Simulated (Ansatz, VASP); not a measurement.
# W: VASP beside Ansatz

INCAR

```
SYSTEM = W
PREC     = Accurate       ! precision mode
ENCUT    = 520            ! plane-wave cutoff, eV
EDIFF    = 1E-7           ! SCF threshold, eV
ISMEAR   = 0              ! smearing method
SIGMA    = 0.15           ! smearing width, eV
LREAL    = .FALSE.        ! projectors in reciprocal space
LASPH    = .TRUE.         ! aspherical terms in the spheres
NELM     = 80             ! most SCF steps
ALGO     = Normal         ! electronic algorithm
ISIF     = 2              ! what is computed and relaxed
LWAVE    = .FALSE.        ! write WAVECAR
LCHARG   = .FALSE.        ! write CHGCAR
GGA      = PE             ! functional
NBANDS   = 13             ! bands
```

The input KPOINTS:

```
regular mesh
0
G
  20 20 20
  0 0 0
```

The input POSCAR:

```
W
1.0
   -1.5174350000      1.5174350000      1.5573675000
    1.5174350000     -1.5174350000      1.5573675000
    1.5174350000      1.5174350000     -1.5573675000
W
1
Direct
    0.0000000000      0.0000000000      0.0000000000
```

Input for Ansatz:

```yaml
crystal:
  lattice:
    - [-1.517435, 1.517435, 1.5573675]
    - [1.517435, -1.517435, 1.5573675]
    - [1.517435, 1.517435, -1.5573675]
  atoms:
    - { symbol: W, position: [0.0, 0.0, 0.0] }
basis:
  ecutwfc: 420
kpoints:
  mp_grid: { grid: [20, 20, 20] }
hamiltonian:
  xc: pbe
scf:
  occupations: { method: gaussian, width: 0.15 }
output:
  forces: true
  stress: true
  eigenvalues: true
```

Change from the starting cell: strain -0.050 along x and y, -0.025 along z, atoms carried along.

Alike in both runs: task single point; functional PBE; k mesh 20 × 20 × 20; occupations gaussian, width 0.15 eV; no spin polarisation.

|  | VASP | Ansatz |
| --- | --- | --- |
| version | VASP 6.6.1 | Ansatz 0.2.0 |
| potentials or method | VASP PAW PBE potentials, release 64 (W_sv), cutoff 520 eV | scalar-relativistic, plane waves, PAW |
| valence electrons in the cell | 14 | 14 |

|  | VASP | Ansatz | Ansatz less VASP |
| --- | --- | --- | --- |
| gap on the k mesh at the Fermi level (eV) | none | none | - |
| pressure (GPa) | 46.8 | 45.6 | -1.19 |
| traceless stress, the component that is largest in VASP (GPa) | -7.23 | -7.21 | +0.021 |

A gap of «none» marks a metal or a gap that the smearing closes. Both programs put the cell under a high pressure, so it lies far from rest at this level.

Neither program's run includes spin-orbit coupling.
